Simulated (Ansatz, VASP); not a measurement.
**Two plane-wave programs on Se**

```xyz
2
Lattice="1.9479 1.1246 3.2910 -1.9479 1.1246 3.2910 0.0000 -2.2492 3.2910" Properties=species:S:1:pos:R:3 pbc="T T T"
Se    0.0000    0.0000    2.4681
Se    0.0000    0.0000    7.4049
```

Alike in both runs: functional PBEsol; k mesh 6 × 6 × 6; occupations gaussian, width 0.1 eV; no spin polarisation.

Ansatz relaxed the structure, and its values are those at the end. VASP's run is a single point on that final structure, the one shown.

|  | VASP | Ansatz |
| --- | --- | --- |
| version | VASP 6.6.1 | Ansatz 0.2.0 |
| potentials or method | VASP PAW PBE potentials, release 64 (Se), cutoff 520 eV | scalar-relativistic, plane waves, PAW |
| valence electrons in the cell | 12 | 32 |

```tsv
	VASP	Ansatz	Ansatz less VASP
gap on the k mesh at the Fermi level (eV)	none	none	-
pressure (GPa)	0.0	-0.1	-0.11
```

VASP's potentials were made for PBE, not for PBEsol. A gap of «none» marks a metal or a gap that the smearing closes. VASP's potentials hold 12 valence electrons a cell and Ansatz's 32, so a difference there can come from the potentials and not from the codes.
